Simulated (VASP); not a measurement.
# AlCl (Fm-3m) in VASP: notebook

Runs on AlCl. Level: PBE. Tasks: single point.

Program: VASP 6.6.1. These are calculated values, not measurements. Logs are shortened: lines on timing, memory, paths and dates and some standing lists are left out, and cuts for length are marked.

### Step 1. The cell of the first run

The structure is cubic, space group Fm-3m (No. 225). The conventional cell has a = 5.620 Å, b = 5.620 Å, c = 5.620 Å, α = 90.00°, β = 90.00°, γ = 90.00°. Within 3.7 Å of Al (site symmetry m-3m) lie 6 Cl at 2.81 Å. Within 3.7 Å of Cl (site symmetry m-3m) lie 6 Al at 2.81 Å.

### Step 2. Single point, PBE (volume scaled by 0.96)

Input file INCAR:

```
ALGO     = Normal         # electronic algorithm
EDIFF    = 1E-7           # SCF threshold, eV
ENCUT    = 520            # plane-wave cutoff, eV
GGA      = PE             # functional
ISIF     = 2              # what is computed and relaxed
ISMEAR   = -1             # smearing method
LASPH    = T              # aspherical terms in the spheres
LCHARG   = F              # write CHGCAR
LREAL    = F              # projectors in reciprocal space
LWAVE    = F              # write WAVECAR
NBANDS   = 12             # bands
NELM     = 100            # most SCF steps
PREC     = Accurate       # precision mode
SIGMA    = 0.05           # smearing width, eV
```

Input file KPOINTS:

```
k-points
0
Gamma
  8 8 8
```

Input file POSCAR:

```
AlCl
1.0
    0.0000000000      2.8101349762      2.8101349762
    2.8101349762      0.0000000000      2.8101349762
    2.8101349762      2.8101349762      0.0000000000
Al Cl
1 1
Direct
    0.5000000000      0.5000000000      0.5000000000
    0.0000000000      0.0000000000      0.0000000000
```

Potentials or basis: VASP PAW PBE potentials, release 64 (Al, Cl).

On the command line:

```
> cat potpaw_PBE.64/Al/POTCAR potpaw_PBE.64/Cl/POTCAR > POTCAR
> mpirun -np 1 vasp_std > vasp.out
```

OUTCAR:

```text
EDIFF = 1E-7
   ENCUT = 520
   GGA = PE
   ISIF = 2
   ISMEAR = -1
   LASPH = T
   LREAL = F
   NELM = 100
   PREC = Accurate

 ion  position               nearest neighbor table
   1  0.500  0.500  0.500-   2 2.81   2 2.81   2 2.81   2 2.81   2 2.81   2 2.81
   2  0.000  0.000  0.000-   1 2.81   1 2.81   1 2.81   1 2.81   1 2.81   1 2.81

  LATTYP: Found a face centered cubic cell.
 ALAT       =     5.6202699524

  Lattice vectors:

 A1 = (   0.0000000000,   2.8101349762,   2.8101349762)
 A2 = (   2.8101349762,   0.0000000000,   2.8101349762)
 A3 = (   2.8101349762,   2.8101349762,   0.0000000000)

Analysis of symmetry for initial positions (statically):
=====================================================================
 Subroutine PRICEL returns:
 Original cell was already a primitive cell.

 Routine SETGRP: Setting up the symmetry group for a
 face centered cubic supercell.

 Subroutine GETGRP returns: Found 48 space group operations
 (whereof 48 operations were pure point group operations)
 out of a pool of 48 trial point group operations.

The static configuration has the point symmetry O_h .

Analysis of symmetry for dynamics (positions and initial velocities):
=====================================================================
 Subroutine PRICEL returns:
 Original cell was already a primitive cell.

 Routine SETGRP: Setting up the symmetry group for a
 face centered cubic supercell.

 Subroutine GETGRP returns: Found 48 space group operations
 (whereof 48 operations were pure point group operations)
 out of a pool of 48 trial point group operations.

The dynamic configuration has the point symmetry O_h .

 Subroutine INISYM returns: Found 48 space group operations
 (whereof 48 operations are pure point group operations),
 and found     1 'primitive' translations

----------------------------------------------------------------------------------------

                                     Primitive cell

  volume of cell :      44.3825

  direct lattice vectors                    reciprocal lattice vectors
     0.000000000  2.810134976  2.810134976    -0.177927396  0.177927396  0.177927396
     2.810134976  0.000000000  2.810134976     0.177927396 -0.177927396  0.177927396
     2.810134976  2.810134976  0.000000000     0.177927396  0.177927396 -0.177927396

  length of vectors
     3.974130995  3.974130995  3.974130995     0.308179291  0.308179291  0.308179291

  position of ions in fractional coordinates (direct lattice)
     0.500000000  0.500000000  0.500000000
     0.000000000  0.000000000  0.000000000

  ion indices of the primitive-cell ions
   primitive index   ion index
                 1           1
                 2           2

----------------------------------------------------------------------------------------

 KPOINTS: k-points

Automatic generation of k-mesh.
 Grid dimensions read from file:
 generate k-points for:    8    8    8

 Generating k-lattice:

  Cartesian coordinates                     Fractional coordinates (reciprocal lattice)
    -0.022240925  0.022240925  0.022240925     0.125000000  0.000000000  0.000000000
     0.022240925 -0.022240925  0.022240925     0.000000000  0.125000000  0.000000000
     0.022240925  0.022240925 -0.022240925     0.000000000  0.000000000  0.125000000

  Length of vectors
     0.038522411  0.038522411  0.038522411

  Shift w.r.t. Gamma in fractional coordinates (k-lattice)
     0.000000000  0.000000000  0.000000000

 Subroutine IBZKPT returns following result:
 ===========================================

 Found     29 irreducible k-points:

 Following reciprocal coordinates:
            Coordinates               Weight
  0.000000  0.000000  0.000000      1.000000
  0.125000  0.000000  0.000000      8.000000
  0.250000  0.000000  0.000000      8.000000
  0.375000  0.000000  0.000000      8.000000
  0.500000  0.000000  0.000000      4.000000
  0.125000  0.125000  0.000000      6.000000
[... 16 lines left out ...]
  0.500000  0.250000  0.125000     48.000000
 -0.375000  0.250000  0.125000     24.000000
 [... further k-points ...]
   k-points           NKPTS =     29   k-points in BZ     NKDIM =     29   number of bands    NBANDS=     12
   number of dos      NEDOS =    301   number of ions     NIONS =      2
   total plane-waves  NPLWV =  27000
   dimension x,y,z NGX =    30 NGY =   30 NGZ =   30
   dimension x,y,z NGXF=    60 NGYF=   60 NGZF=   60
   ions per type =               1   1
   NGX,Y,Z   is equivalent  to a cutoff of  12.55, 12.55, 12.55 a.u.
   NGXF,Y,Z  is equivalent  to a cutoff of  25.10, 25.10, 25.10 a.u.
 SYSTEM =  unknown system
   PREC   = accura    normal or accurate (medium, high low for compatibility)
   ISTART =      0    job   : 0-new  1-cont  2-samecut
   ICHARG =      2    charge: 1-file 2-atom 10-const
   ISPIN  =      1    spin polarized calculation?
   LNONCOLLINEAR =      F non collinear calculations
   LSORBIT =      F    spin-orbit coupling
   LASPH  =      T    aspherical Exc in radial PAW
   ENCUT  =  520.0 eV  38.22 Ry    6.18 a.u.   7.39  7.39  7.39*2*pi/ulx,y,z
   NELM   =    100;   NELMIN=  2; NELMDL= -5     # of ELM steps
   EDIFF  = 0.1E-06   stopping-criterion for ELM
   LREAL  =      F    real-space projection
   EDIFFG = 0.1E-05   stopping-criterion for IOM
   NSW    =      0    number of steps for IOM
   IBRION =     -1    ionic relax: 0-MD 1-quasi-New 2-CG
   NFREE  =      0    steps in history (QN), initial steepest desc. (CG)
   ISIF   =      2    stress and relaxation
   ISYM   =      2    0-nonsym 1-usesym 2-fastsym
   POTIM  = 0.5000    time-step for ionic-motion
   TEBEG  =    0.0;   TEEND  =   0.0 temperature during run
   PSTRESS=    0.0 pullay stress
   NELECT =      10.0000    total number of electrons
   NUPDOWN=      -1.0000    fix difference up-down
   EMIN   =  10.00;   EMAX   =-10.00  energy-range for DOS
   EFERMI =   0.00;   METHOD = LEGACY
   ISMEAR =    -1;   SIGMA  =   0.05  broadening in eV -4-tet -1-fermi 0-gaus
   EFERMI_NEDOS =   21; number of points for ismear=-14 and -15
   IALGO  =     38    algorithm
   IMIX   =      4    mixing-type and parameters
     AMIX     =   0.40;   BMIX     =  1.00
     AMIX_MAG =   1.60;   BMIX_MAG =  1.00
  volume/ion in A,a.u.               =      22.19       149.75
  Fermi-wavevector in a.u.,A,eV,Ry     =   0.996180  1.882507 13.502066  0.992374
  Thomas-Fermi vector in A             =   2.128250
   LORBIT       =      0    0 simple, 1 ext, 2 COOP (PROOUT), +10 PAW based schemes
   GGA     = PE    functional components
   LHFCALC =     F    Hartree Fock is set to
   AEXX    =    0.0000 exact exchange contribution
   IVDW    =     0    specifies the selected vdW correction
   LEPSILON=     F    determine dielectric tensor
   LRPA    =     F    only Hartree local field effects (RPA)
 non-spin polarized calculation
  energy-cutoff  :      520.00
  volume of cell :       44.38
 maximum number of plane-waves:      1243
 NGX is ok and might be reduce to    30
   NGX = 15   NGY = 15   NGZ = 15

 number of electron      10.0000000 magnetization

 number of electron       9.9999998 magnetization

 Free energy of the ion-electron system (eV)
  ---------------------------------------------------
  ext. energy  EPLUGINS =         0.00000000
  ---------------------------------------------------
  free energy    TOTEN  =        -5.84930808 eV

  energy without entropy =       -5.84926892  energy(sigma->0) =       -5.84928850

 E-fermi :   5.7146     XC(G=0):  -9.0363

 val. band max:        5.4065180218   @ k =   0.5000   0.0000   0.0000
 cond. band min:       6.1221639363   @ k =  -0.3750   0.1250   0.0000
 fundamental gap:      0.7156459145
 Fermi energy:         5.7145597252

 k-point     1 :       0.0000    0.0000    0.0000
  band No.  band energies     occupation
      1     -12.0914      2.00000
      2       0.5821      2.00000
      3       0.5821      2.00000
      4       0.5821      2.00000
      5       1.4531      2.00000
      6      10.7193      0.00000
      7      10.7193      0.00000
      8      10.7193      0.00000
      9      11.0748      0.00000
     10      11.0748      0.00000
     11      11.0748      0.00000
     12      12.5398      0.00000

 k-point     2 :       0.1250    0.0000    0.0000
  band No.  band energies     occupation
      1     -12.0321      2.00000
      2      -0.3874      2.00000
      3       0.5523      2.00000
      4       0.5523      2.00000
      5       2.4663      2.00000
      6       9.4871      0.00000
      7       9.8855      0.00000
      8       9.8855      0.00000
      9      11.2526      0.00000
     10      11.2526      0.00000
     11      11.5445      0.00000
     12      13.9275      0.00000

 k-point     3 :       0.2500    0.0000    0.0000
  band No.  band energies     occupation
      1     -11.8822      2.00000
      2      -1.5014      2.00000
      3       0.4843      2.00000
      4       0.4843      2.00000
      5       3.7120      2.00000
      6       8.0678      0.00000
      7       8.7581      0.00000
      8       8.7581      0.00000
      9      11.7435      0.00000
     10      12.2671      0.00000
     11      12.2671      0.00000
     12      16.1753      0.00000
[... 286 lines left out ...]
 k-point    23 :       0.5000    0.2500    0.1250
  band No.  band energies     occupation
      1     -11.6444      2.00000
      2      -1.9893      2.00000
      3      -0.3774      2.00000
      4       0.1651      2.00000
      5       4.5259      2.00000
      6       6.8133      0.00000
      7       8.5603      0.00000
      8       8.7195      0.00000
      9      11.8742      0.00000
     10      14.7038      0.00000
     11      14.9944      0.00000
     12      16.3322      0.00000

 k-point    24 :      -0.3750    0.2500    0.1250
  band No.  band energies     occupation
      1     -11.5893      2.00000
      2      -2.1399      2.00000
      3      -0.4527      2.00000
      4       0.0661      2.00000
      5       4.6684      2.00000
      6       6.6188      0.00000
      7       8.5133      0.00000
      8       8.8015      0.00000
      9      12.9094      0.00000
     10      13.1988      0.00000
     11      16.1546      0.00000
     12      16.6410      0.00000

 [... further k-points ...]
[... 5 lines left out ...]
  --------------------------------------------------------------------------------------
  -------------------------------------------------------------------------------------
  Total        2.0561902      2.0561902      2.0561902      0.0000000      0.0000000     -0.0000000
  in kB       74.2270717     74.2270717     74.2270717      0.0000000      0.0000000     -0.0000000
  external PRESSURE =      74.2270717 kB  Pullay stress =       0.0000000 kB

 VOLUME and BASIS-vectors are now :
 -----------------------------------------------------------------------------
  energy-cutoff  :      520.00
  volume of cell :       44.38
      direct lattice vectors                 reciprocal lattice vectors
     0.000000000  2.810134976  2.810134976    -0.177927396  0.177927396  0.177927396
     2.810134976  0.000000000  2.810134976     0.177927396 -0.177927396  0.177927396
     2.810134976  2.810134976  0.000000000     0.177927396  0.177927396 -0.177927396

 POSITION                                       TOTAL-FORCE (eV/Angst)
 -----------------------------------------------------------------------------------
      2.81013      2.81013      2.81013        -0.000000     -0.000000     -0.000000
      0.00000      0.00000      0.00000         0.000000      0.000000      0.000000
 -----------------------------------------------------------------------------------
    total drift:                               -0.000000      0.000000      0.000000

  FREE ENERGIE OF THE ION-ELECTRON SYSTEM (eV)
  ---------------------------------------------------
  free  energy   TOTEN  =        -5.8493080813 eV

  energy  without entropy=       -5.8492689179  energy(sigma->0) =       -5.84928850
```

Wall time 8.9 s (1 thread of Intel Xeon Platinum 8488C (Sapphire Rapids), shared host); peak memory 0.16 GiB.

What came out:

* Free energy: -5.8493 eV
* Pressure: 7.4 GPa
* Band gap on the k mesh: 0.72 eV, indirect (least direct gap 0.79 eV)

Levels at points of the mesh, in eV from the valence-band top:
| k point | band 1 | band 2 | band 3 | band 4 | band 5 | band 6 | band 7 | band 8 | band 9 | band 10 |
| --- | --- | --- | --- | --- | --- | --- | --- | --- | --- | --- |
| (0.00, 0.00, 0.00) | -17.50 | -4.82 | -4.82 | -4.82 | -3.95 | 5.31 | 5.31 | 5.31 | 5.67 | 5.67 |
| (0.50, 0.00, 0.00) | -17.06 | -7.98 | -5.01 | -5.01 | 0.00 | 0.79 | 2.38 | 2.38 | 7.39 | 10.42 |
| (0.50, 0.50, 0.00) | -16.94 | -7.11 | -5.71 | -5.71 | -3.31 | 2.41 | 4.27 | 5.35 | 5.35 | 9.10 |

Caveat: the cell differs from its parent crystal (volume scaled by 0.96). A k mesh can miss the band edges.

### Step 3. Single point, PBE (volume scaled by 0.98)

Input file INCAR:

```
SYSTEM = AlCl
PREC = Accurate
ENCUT = 520
EDIFF = 1E-6
ISMEAR = -1
SIGMA = 0.05
LREAL = .False.
LASPH = .True.
NELM = 100
ALGO = Normal
ISIF = 2
LWAVE = .False.
LCHARG = .False.
GGA = PE
NBANDS = 12
```

Input file KPOINTS:

```
regular mesh
0
Gamma
  8 8 8
  0 0 0
```

Input file POSCAR:

```
AlCl
1.0
    0.0000000000      2.8295158298      2.8295158298
    2.8295158298      0.0000000000      2.8295158298
    2.8295158298      2.8295158298      0.0000000000
Al Cl
1 1
Direct
    0.5000000000      0.5000000000      0.5000000000
    0.0000000000      0.0000000000      0.0000000000
```

Potentials or basis: VASP PAW PBE potentials, release 64 (Al, Cl).

On the command line:

```
> cat potpaw_PBE.64/Al/POTCAR potpaw_PBE.64/Cl/POTCAR > POTCAR
> mpirun -np 1 vasp_std > vasp.out
```

Wall time 7.9 s (1 thread of Intel Xeon Platinum 8488C (Sapphire Rapids), shared host); peak memory 0.16 GiB.

It converged, with:

```yaml
Free_energy: -5.8898 eV
Pressure: 6.5 GPa
Band_gap_on_the_k_mesh: 0.66 eV, direct
```

Levels at points of the mesh, in eV from the valence-band top:
```
           k point  band 1  band 2  band 3  band 4  band 5  band 6  band 7  band 8  band 9  band 10
(0.00, 0.00, 0.00)  -17.40   -4.78   -4.78   -4.78   -4.00    5.33    5.33    5.33    5.55     5.55
(0.50, 0.00, 0.00)  -16.99   -7.86   -4.95   -4.95    0.00    0.66    2.37    2.37    7.33    10.33
(0.50, 0.50, 0.00)  -16.88   -6.99   -5.63   -5.63   -3.33    2.47    4.16    5.22    5.22     9.07
```

Caveat: the cell differs from its parent crystal (volume scaled by 0.98).

### Step 4. Single point, PBE

This run uses another cell than the first one, of 23.12 Å³/atom, 1.042 times its volume.

Input file INCAR:

```
PREC = Accurate ; ENCUT = 520
EDIFF = 1E-7 ; ISMEAR = -1
SIGMA = 0.05 ; LREAL = False
LASPH = True ; NELM = 60
ALGO = Normal ; ISIF = 2
LWAVE = False ; LCHARG = False
GGA = PE ; NBANDS = 12
```

Input file KPOINTS:

```
Automatic mesh
0
Gamma
  8 8 8
```

Input file POSCAR:

```
AlCl
1.0
    0.0000000000      2.8486347600      2.8486347600
    2.8486347600      0.0000000000      2.8486347600
    2.8486347600      2.8486347600      0.0000000000
Al Cl
1 1
Direct
    0.5000000000      0.5000000000      0.5000000000
    0.0000000000      0.0000000000      0.0000000000
```

On the command line:

```
> cat potpaw_PBE.64/Al/POTCAR potpaw_PBE.64/Cl/POTCAR > POTCAR
> mpirun -np 1 vasp_std > vasp.out
```

It took 9.5 s on 1 thread of Intel Xeon Platinum 8488C (Sapphire Rapids), shared host; peak memory 0.16 GiB.

The run converged. Its results:

```yaml
Free_energy: -5.9252 eV
Pressure: 5.7 GPa
Band_gap_on_the_k_mesh: 0.53 eV, direct
```

Levels at points of the mesh, in eV from the valence-band top:
```tsv
k point	band 2	band 3	band 4	band 5	band 6	band 7	band 8	band 9
(0.00, 0.00, 0.00)	-4.73	-4.73	-4.73	-4.04	5.35	5.35	5.35	5.43
(0.50, 0.00, 0.00)	-7.76	-4.90	-4.90	0.00	0.53	2.35	2.35	7.27
(0.50, 0.50, 0.00)	-6.88	-5.56	-5.56	-3.36	2.53	4.04	5.09	5.09
```

A k mesh can miss the band edges.

### Step 5. Single point, PBE (volume scaled by 1.02)

Input file INCAR:

```
SYSTEM = AlCl
PREC = Accurate
ENCUT = 520
EDIFF = 1E-6
ISMEAR = -1
SIGMA = 0.05
LREAL = .FALSE.
LASPH = .TRUE.
NELM = 80
ALGO = Normal
ISIF = 2
LWAVE = .FALSE.
LCHARG = .FALSE.
GGA = PE
NBANDS = 12
```

Input file KPOINTS:

```
Automatic mesh
0
G
  8 8 8
  0 0 0
```

Input file POSCAR:

```
AlCl
1.0
    0.0000000000      2.8675004407      2.8675004407
    2.8675004407      0.0000000000      2.8675004407
    2.8675004407      2.8675004407      0.0000000000
Al Cl
1 1
Direct
    0.5000000000      0.5000000000      0.5000000000
    0.0000000000      0.0000000000      0.0000000000
```

On the command line:

```
> cat potpaw_PBE.64/Al/POTCAR potpaw_PBE.64/Cl/POTCAR > POTCAR
> mpirun -np 1 vasp_std > vasp.out
```

Wall time 9.5 s (1 thread of Intel Xeon Platinum 8488C (Sapphire Rapids), shared host); peak memory 0.16 GiB.

Results (log left out):

- Free energy: -5.9560 eV
- Pressure: 4.9 GPa
- Band gap on the k mesh: 0.40 eV, direct

Levels at points of the mesh, in eV from the valence-band top:
```
           k point  band 2  band 3  band 4  band 5  band 6  band 7  band 8  band 9
(0.00, 0.00, 0.00)   -4.69   -4.69   -4.69   -4.09    5.31    5.31    5.31    5.37
(0.50, 0.00, 0.00)   -7.65   -4.85   -4.85    0.00    0.40    2.33    2.33    7.21
(0.50, 0.50, 0.00)   -6.77   -5.49   -5.49   -3.38    2.59    3.94    4.97    4.97
```

Caveat: the cell differs from its parent crystal (volume scaled by 1.02). A k mesh can miss the band edges.

### Step 6. Summary

```tsv
cell	gap on the mesh (eV)	pressure (GPa)
a = 3.974 Å, angles 60.0°, 2 atoms	0.72	7.4
a = 4.002 Å, angles 60.0°, 2 atoms	0.66	6.5
a = 4.029 Å, angles 60.0°, 2 atoms	0.53	5.7
a = 4.055 Å, angles 60.0°, 2 atoms	0.40	4.9
```

Alike in all rows: task single point; level PBE; potentials or basis VASP PAW PBE potentials, release 64 (Al, Cl); no spin polarisation; k mesh 8 × 8 × 8; cutoff (eV) 520; smearing fermi-dirac 0.05 eV.

Total energies depend on the potentials used, so only differences within one code and one set of settings carry meaning.
